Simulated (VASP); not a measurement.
# ScAl7N8 (Cm) in VASP: single point with PBEsol

Aim: the single point of ScAl7N8 with PBEsol.

Program: VASP 6.6.1. These are calculated values, not measurements. Logs are shortened: lines on timing, memory, paths and dates and some standing lists are left out, and cuts for length are marked.

## (1) The cell of the first run

Symmetry: Cm, No. 8, monoclinic system. Conventional cell: a = 10.028 Å, b = 6.331 Å, c = 7.429 Å, α = 90.00°, β = 132.36°, γ = 90.00°. Sc (site symmetry m) has 5 N at 1.84 to 2.56 Å within 2.6 Å. Al (site symmetry 1) has 5 N at 1.82 to 2.57 Å within 2.6 Å. Al (site symmetry m) has 5 N at 1.82 to 2.56 Å within 2.6 Å. Within 2.6 Å of Al (site symmetry 1) lie 5 N at 1.83 to 2.57 Å. Al (site symmetry m) has 5 N at 1.83 to 2.56 Å within 2.6 Å. Within 2.6 Å of Al (site symmetry m) lie 5 N at 1.83 to 2.58 Å. Within 2.6 Å of N (site symmetry m) lie 4 Al at 1.83 to 2.56 Å and 1 Sc at 2.46 Å. N (site symmetry m) has 4 Al at 1.83 to 2.45 Å and 1 Sc at 2.56 Å within 2.6 Å.

## (2) Single point, PBEsol (atoms moved along the polar distortion)

INCAR

```
SYSTEM = ScAl7N8
ALGO = Normal ; EDIFF = 1E-6
ENCUT = 520 ; GGA = PS
ISIF = 2 ; ISMEAR = 0
LASPH = .True. ; LCHARG = .False.
LREAL = Auto ; LWAVE = .False.
NBANDS = 50 ; NELM = 80
PREC = Accurate ; SIGMA = 0.01
```

KPOINTS

```
k-points
0
Gamma
  6 6 6
  0 0 0
```

POSCAR

```
ScAl7N8
1.0
    3.1653429529     -0.0036621200      5.0137535171
    3.1653429529      0.0036621200     -5.0137535171
   -3.1653429529      5.4897408600     -0.0040008947
Sc Al N
1 7 8
Direct
    0.1398091437      0.1937642995      0.3335734342
    0.1403732251      0.1935873467      0.8333998481
    0.6399697977      0.6931004483      0.3330702371
    0.6398125103      0.6930266320      0.8333998481
    0.0568706242      0.6098879732      0.1663221501
    0.5564341680      0.1094515170      0.1663221501
    0.0566241383      0.6104900848      0.6671142321
    0.5571804231      0.1096396803      0.6668201123
    0.3853634790      0.9481884915      0.3335519615
    0.8845395320      0.4487120823      0.3332516053
    0.3843114471      0.9493974937      0.8332504591
    0.8838529743      0.4489390210      0.8332504591
    0.3015123820      0.3668217213      0.1656043471
    0.3012652293      0.3674515785      0.6687168168
    0.7987826168      0.8640919561      0.1656043471
    0.8012983090      0.8654496738      0.6667479918
```

Potentials or basis: VASP PAW PBE potentials, release 64 (Sc_sv, Al, N).

On the command line:

```sh
$ cat potpaw_PBE.64/Sc_sv/POTCAR potpaw_PBE.64/Al/POTCAR potpaw_PBE.64/N/POTCAR > POTCAR
$ mpirun -np 1 vasp_std > vasp.out
```

OUTCAR:

```text
SYSTEM = ScAl7N8
   EDIFF = 1E-6
   ENCUT = 520
   GGA = PS
   ISIF = 2
   ISMEAR = 0
   LASPH = .True.
   LREAL = Auto
   NELM = 80
   PREC = Accurate

 ion  position               nearest neighbor table
   1  0.140  0.194  0.334-  13 1.84  15 1.84  14 1.84   9 2.46  10 2.56   5 3.10   6 3.10   7 3.11
                             8 3.11   6 3.11   5 3.11   3 3.17   3 3.17   4 3.17   2 3.17   2 3.17
   2  0.140  0.194  0.833-  14 1.82  13 1.82  16 1.83  11 2.45  12 2.57   8 3.10   6 3.10   7 3.10
                             7 3.10   5 3.10   8 3.11   4 3.16   3 3.17   1 3.17   4 3.17   1 3.17
   3  0.640  0.693  0.333-  15 1.82  13 1.82  16 1.83  10 2.45   9 2.56   6 3.10   5 3.10   7 3.10
                             8 3.10   5 3.11   6 3.11   1 3.17   1 3.17   2 3.17   4 3.17   4 3.17
   4  0.640  0.693  0.833-  14 1.82  15 1.82  16 1.83  12 2.45  11 2.57   8 3.10   5 3.10   7 3.10
                             7 3.10   6 3.10   8 3.11   2 3.16   3 3.17   1 3.17   2 3.17   1 3.17
   5  0.057  0.610  0.166-   9 1.83  12 1.83  10 1.83  13 2.45  15 2.57   1 3.10   3 3.10   4 3.10
                             2 3.10   3 3.11   1 3.11   6 3.16   7 3.16   8 3.17   6 3.17   8 3.17
   6  0.556  0.109  0.166-   9 1.83  11 1.83  10 1.83  15 2.45  13 2.57   1 3.10   3 3.10   2 3.10
                             4 3.10   3 3.11   1 3.11   5 3.16   7 3.16   8 3.17   5 3.17   8 3.17
   7  0.057  0.610  0.667-  12 1.83  11 1.83  10 1.83  14 2.45  16 2.56   3 3.10   4 3.10   2 3.10
                             2 3.10   4 3.10   1 3.11   5 3.16   6 3.16   8 3.17   8 3.17   6 3.17
   8  0.557  0.110  0.667-  11 1.83  12 1.83   9 1.83  16 2.45   4 3.10   2 3.10   3 3.10   2 3.11
                             4 3.11   1 3.11   7 3.17   7 3.17   6 3.17   5 3.17   5 3.17   6 3.17
   9  0.385  0.948  0.334-   6 1.83   5 1.83   8 1.83   1 2.46   3 2.56
  10  0.885  0.449  0.333-   5 1.83   6 1.83   7 1.83   3 2.45   1 2.56
  11  0.384  0.949  0.833-   8 1.83   7 1.83   6 1.83   2 2.45   4 2.57
  12  0.884  0.449  0.833-   8 1.83   7 1.83   5 1.83   4 2.45   2 2.57
  13  0.302  0.367  0.166-   3 1.82   2 1.82   1 1.84   5 2.45   6 2.57
  14  0.301  0.367  0.669-   2 1.82   4 1.82   1 1.84   7 2.45
  15  0.799  0.864  0.166-   3 1.82   4 1.82   1 1.84   6 2.45   5 2.57
  16  0.801  0.865  0.667-   4 1.83   2 1.83   3 1.83   8 2.45   7 2.56

  LATTYP: Found a base centered monoclinic cell.
 ALAT       =    10.0275097091
 B/A-ratio  =     0.6313318151
 C/A-ratio  =     0.7408930550
 COS(beta)  =    -0.6737829789

  Lattice vectors:

 A1 = (   3.1653429529,   0.0036621200,  -5.0137535171)
 A2 = (  -3.1653429529,   0.0036621200,  -5.0137535171)
 A3 = (   0.0000000000,   5.4860787400,   5.0097526224)

Analysis of symmetry for initial positions (statically):
=====================================================================
 Subroutine PRICEL returns:
 Original cell was already a primitive cell.

 Routine SETGRP: Setting up the symmetry group for a
 base centered monoclinic supercell.

 Subroutine GETGRP returns: Found  2 space group operations
 (whereof  2 operations were pure point group operations)
 out of a pool of  4 trial point group operations.

The static configuration has the point symmetry C_1h.

Analysis of symmetry for dynamics (positions and initial velocities):
=====================================================================
 Subroutine PRICEL returns:
 Original cell was already a primitive cell.

 Routine SETGRP: Setting up the symmetry group for a
 base centered monoclinic supercell.

 Subroutine GETGRP returns: Found  2 space group operations
 (whereof  2 operations were pure point group operations)
 out of a pool of  4 trial point group operations.

The dynamic configuration has the point symmetry C_1h.

 Subroutine INISYM returns: Found  2 space group operations
 (whereof  2 operations are pure point group operations),
 and found     1 'primitive' translations

----------------------------------------------------------------------------------------

                                     Primitive cell

  volume of cell :     174.2470

  direct lattice vectors                    reciprocal lattice vectors
     3.165342953 -0.003662120  5.013753517     0.157960767  0.091151708  0.099792263
     3.165342953  0.003662120 -5.013753517     0.157960767  0.091006349 -0.099659212
    -3.165342953  5.489740860 -0.004000895     0.000000000  0.182158058  0.000133051

  length of vectors
     5.929345137  5.929345137  6.336928809     0.207891158  0.207763611  0.182158106

  position of ions in fractional coordinates (direct lattice)
     0.139809144  0.193764300  0.333573434
     0.140373225  0.193587347  0.833399848
     0.639969798  0.693100448  0.333070237
     0.639812510  0.693026632  0.833399848
     0.056870624  0.609887973  0.166322150
     0.556434168  0.109451517  0.166322150
[... 8 lines left out ...]
     0.798782617  0.864091956  0.165604347
     0.801298309  0.865449674  0.666747992

  ion indices of the primitive-cell ions
   primitive index   ion index
                 1           1
[... 36 lines left out ...]

 Subroutine IBZKPT returns following result:
 ===========================================

 Found     68 irreducible k-points:

 Following reciprocal coordinates:
            Coordinates               Weight
  0.000000  0.000000  0.000000      1.000000
  0.166667  0.000000  0.000000      4.000000
  0.333333  0.000000 -0.000000      4.000000
  0.500000  0.000000  0.000000      2.000000
  0.000000  0.166667  0.000000      4.000000
  0.166667  0.166667  0.000000      4.000000
[... 16 lines left out ...]
  0.333333 -0.000000  0.166667      4.000000
  0.500000  0.000000  0.166667      4.000000
 [... further k-points ...]
   k-points           NKPTS =     68   k-points in BZ     NKDIM =     68   number of bands    NBANDS=     50
   number of dos      NEDOS =    301   number of ions     NIONS =     16
   total plane-waves  NPLWV = 110592
   dimension x,y,z NGX =    48 NGY =   48 NGZ =   48
   dimension x,y,z NGXF=    96 NGYF=   96 NGZF=   96
   ions per type =               1   7   8
   NGX,Y,Z   is equivalent  to a cutoff of  13.46, 13.46, 12.59 a.u.
   NGXF,Y,Z  is equivalent  to a cutoff of  26.92, 26.92, 25.19 a.u.
 SYSTEM =  ScAl7N8
   PREC   = accura    normal or accurate (medium, high low for compatibility)
   ISTART =      0    job   : 0-new  1-cont  2-samecut
   ICHARG =      2    charge: 1-file 2-atom 10-const
   ISPIN  =      1    spin polarized calculation?
   LNONCOLLINEAR =      F non collinear calculations
   LSORBIT =      F    spin-orbit coupling
   LASPH  =      T    aspherical Exc in radial PAW
   ENCUT  =  520.0 eV  38.22 Ry    6.18 a.u.  11.02 11.02 11.78*2*pi/ulx,y,z
   NELM   =     80;   NELMIN=  2; NELMDL= -5     # of ELM steps
   EDIFF  = 0.1E-05   stopping-criterion for ELM
   LREAL  =      T    real-space projection
   EDIFFG = 0.1E-04   stopping-criterion for IOM
   NSW    =      0    number of steps for IOM
   IBRION =     -1    ionic relax: 0-MD 1-quasi-New 2-CG
   NFREE  =      0    steps in history (QN), initial steepest desc. (CG)
   ISIF   =      2    stress and relaxation
   ISYM   =      2    0-nonsym 1-usesym 2-fastsym
   POTIM  = 0.5000    time-step for ionic-motion
   TEBEG  =    0.0;   TEEND  =   0.0 temperature during run
   PSTRESS=    0.0 pullay stress
   NELECT =      72.0000    total number of electrons
   NUPDOWN=      -1.0000    fix difference up-down
   EMIN   =  10.00;   EMAX   =-10.00  energy-range for DOS
   EFERMI =   0.00;   METHOD = LEGACY
   ISMEAR =     0;   SIGMA  =   0.01  broadening in eV -4-tet -1-fermi 0-gaus
   EFERMI_NEDOS =   21; number of points for ismear=-14 and -15
   IALGO  =     38    algorithm
   IMIX   =      4    mixing-type and parameters
     AMIX     =   0.40;   BMIX     =  1.00
     AMIX_MAG =   1.60;   BMIX_MAG =  1.00
  volume/ion in A,a.u.               =      10.89        73.49
  Fermi-wavevector in a.u.,A,eV,Ry     =   1.219356  2.304249 20.229540  1.486829
  Thomas-Fermi vector in A             =   2.354611
   LORBIT       =      0    0 simple, 1 ext, 2 COOP (PROOUT), +10 PAW based schemes
   GGA     = PS    functional components
   LHFCALC =     F    Hartree Fock is set to
   AEXX    =    0.0000 exact exchange contribution
   IVDW    =     0    specifies the selected vdW correction
   LEPSILON=     F    determine dielectric tensor
   LRPA    =     F    only Hartree local field effects (RPA)
 non-spin polarized calculation
 Gauss-broadening in eV      SIGMA  =   0.01
  energy-cutoff  :      520.00
  volume of cell :      174.25
 maximum number of plane-waves:      4730
 NGX is ok and might be reduce to    48
   NGX = 23   NGY = 23   NGZ = 23

 number of electron      72.0000009 magnetization

 Free energy of the ion-electron system (eV)
  ---------------------------------------------------
  ext. energy  EPLUGINS =         0.00000000
  ---------------------------------------------------
  free energy    TOTEN  =      -123.31594541 eV

  energy without entropy =     -123.31594541  energy(sigma->0) =     -123.31594541

 E-fermi :   6.7189     XC(G=0): -11.0562

 val. band max:        6.6744036286   @ k =   0.0000   0.0000   0.0000
 cond. band min:       9.0117210785   @ k =   0.0000   0.0000   0.0000
 fundamental gap:      2.3373174499
 Fermi energy:         6.7189304085

 k-point     1 :       0.0000    0.0000    0.0000
  band No.  band energies     occupation
      1     -39.8207      2.00000
      2     -19.0982      2.00000
      3     -19.0950      2.00000
      4     -18.7328      2.00000
      5      -9.2757      2.00000
      6      -7.5592      2.00000
[... 1213 lines left out ...]
     47      13.3265      0.00000
     48      13.7496      0.00000

 [... further k-points ...]

 [bands above 48 left out]

------------------------ aborting loop because EDIFF is reached ----------------------------------------

  FORCE on cell =-STRESS in cart. coord.  units (eV):
  Direction    XX          YY          ZZ          XY          YZ          ZX
  --------------------------------------------------------------------------------------
  -------------------------------------------------------------------------------------
  Total       21.1712164     20.6183795    -14.9382510      0.0000000      0.1531443      0.0000000
  in kB      194.6664168    189.5831571   -137.3551588      0.0000000      1.4081403      0.0000000
  external PRESSURE =      82.2981384 kB  Pullay stress =       0.0000000 kB

 VOLUME and BASIS-vectors are now :
 -----------------------------------------------------------------------------
  energy-cutoff  :      520.00
  volume of cell :      174.25
      direct lattice vectors                 reciprocal lattice vectors
     3.165342953 -0.003662120  5.013753517     0.157960767  0.091151708  0.099792263
     3.165342953  0.003662120 -5.013753517     0.157960767  0.091006349 -0.099659212
    -3.165342953  5.489740860 -0.004000895     0.000000000  0.182158058  0.000133051

 POSITION                                       TOTAL-FORCE (eV/Angst)
 -----------------------------------------------------------------------------------
      0.00000      1.83143     -0.27185        -0.000000      0.053051      0.468957
     -1.58090      4.57534     -0.27014         0.293316      0.188603      0.295546
      3.16534      1.82866     -0.26772        -0.000000     -0.314579      0.220473
      1.58090      4.57534     -0.27014        -0.293316      0.188603      0.295546
      1.58405      0.91509     -2.77336        -0.011649     -0.098108      0.327748
      1.58129      0.91143      2.24040         0.011649     -0.098108      0.327748
[... 8 lines left out ...]
      4.73937      0.90936     -0.32811        -3.630609     -2.095990     -0.382070
      3.16534      3.66051     -0.32431        -0.000000     -0.053372     -0.292030
 -----------------------------------------------------------------------------------
    total drift:                               -0.000037     -0.001071      0.011557

  FREE ENERGIE OF THE ION-ELECTRON SYSTEM (eV)
  ---------------------------------------------------
  free  energy   TOTEN  =      -123.3159454149 eV

  energy  without entropy=     -123.3159454149  energy(sigma->0) =     -123.31594541
```

Run time: 18 min. Hardware: 1 thread of Intel Xeon Platinum 8488C (Sapphire Rapids), shared host; peak memory 0.55 GiB.

What came out:

```yaml
Free_energy: -123.3159 eV
Pressure: 8.2 GPa
Largest_force: 4.210 eV/Å
Band_gap_on_the_k_mesh: 2.34 eV
```

Forces on the atoms (eV/Å):
```
Sc   0.000  0.053  0.469
Al   0.293  0.189  0.296
Al   0.000 -0.315  0.220
Al  -0.293  0.189  0.296
Al  -0.012 -0.098  0.328
Al   0.012 -0.098  0.328
Al   0.000  0.050  0.281
Al   0.000  0.065  0.365
N    0.000  0.017 -0.261
N    0.000  0.036 -0.215
N   -0.017  0.015 -0.318
N    0.017  0.015 -0.318
N    3.631 -2.096 -0.382
N    0.000  4.128 -0.413
N   -3.631 -2.096 -0.382
N    0.000 -0.053 -0.292
```

Stress tensor (GPa, compression positive):
```
 19.47   0.00   0.00
  0.00  18.96   0.14
  0.00   0.14 -13.74
```

Caveat: the cell differs from its parent crystal (atoms moved along the polar distortion); the stress differs along the axes, from -14 to 19 GPa; the PAW data sets were made with another functional, which shifts forces and pressure a little.
